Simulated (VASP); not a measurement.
Crystal: SiC (Moissanite).

```
Si C
1.0
     3.05536    0.00000    0.00000
    -1.52768    2.64602    0.00000
     0.00000    0.00000    5.01412
Si C
2 2
Direct
  0.66667 0.33333 0.50000
  0.33333 0.66667 0.00000
  0.66667 0.33333 0.88500
  0.33333 0.66667 0.38500
```

Base run:

| Quantity | Value |
| --- | --- |
| Program | VASP 6.6.1 |
| Functional | BLYP |
| Potentials or basis | VASP PAW PBE potentials, release 64 (Si, C) |
| Cutoff | 520 eV |
| k mesh | 10 × 10 × 5 |
| Occupations | fermi-dirac, width 0.05 eV |
| Spin | no spin polarisation |

Its results: band gap on the k mesh 2.80 eV, indirect (least direct gap 4.39 eV); pressure 13.7 GPa; largest force 0.794 eV/Å.

Problem. After a change of settings the same cell gave: band gap on the k mesh 2.83 eV, indirect (least direct gap 4.64 eV); pressure 4.8 GPa; largest force 0.804 eV/Å. Which change was it?
A. functional from BLYP to RPBE; dispersion from none to D4
B. functional from BLYP to revPBE
C. functional from BLYP to r2SCAN
D. functional from BLYP to SVWN5

Solution. C.

Caveats: the PAW data sets were made with another functional, which shifts forces and pressure a little.
